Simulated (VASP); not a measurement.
BP, 2 atoms in the cell. The structure is tetragonal, space group I-4m2 (No. 119). Conventional cell: a = 3.144 Å, b = 3.144 Å, c = 4.503 Å, α = 90.00°, β = 90.00°, γ = 90.00°. B (site symmetry -4m2) has 4 P at 1.93 Å within 2.6 Å. Within 2.6 Å of P (site symmetry -4m2) lie 4 B at 1.93 Å.  This cell differs from its parent crystal: strained cell.

- Program: VASP 6.6.1
- Task: relaxation of the atoms
- Functional: LDA
- Potentials or basis: VASP PAW LDA potentials, release 64 (B, P)
- Cutoff: 450 eV
- k mesh: 10 × 10 × 10
- Occupations: gaussian, width 0.02 eV
- Spin: no spin polarisation
- Dipole correction: no
- Further INCAR settings: ALGO = Normal; EDIFF = 1e-07; IBRION = 2; EDIFFG = -0.002; NSW = 60

Potentials or basis: VASP PAW LDA potentials, release 64 (B, P).

Launch:

```sh
$ cat potpaw_LDA.64/B/POTCAR potpaw_LDA.64/P/POTCAR > POTCAR
$ mpirun -np 1 vasp_std > vasp.out
```

Hardware: 1 thread of Intel(R) Xeon(R) Platinum 8259CL CPU @ 2.50GHz (Skylake/Cascade Lake), with other jobs on the host.

Q: How long does it take, and how much memory?

A: It took 10 s on 1 thread of Intel(R) Xeon(R) Platinum 8259CL CPU @ 2.50GHz (Skylake/Cascade Lake), on a shared host, peak memory 0.13 GiB. Counts: scf iterations 13, k points 102, ion steps 1.
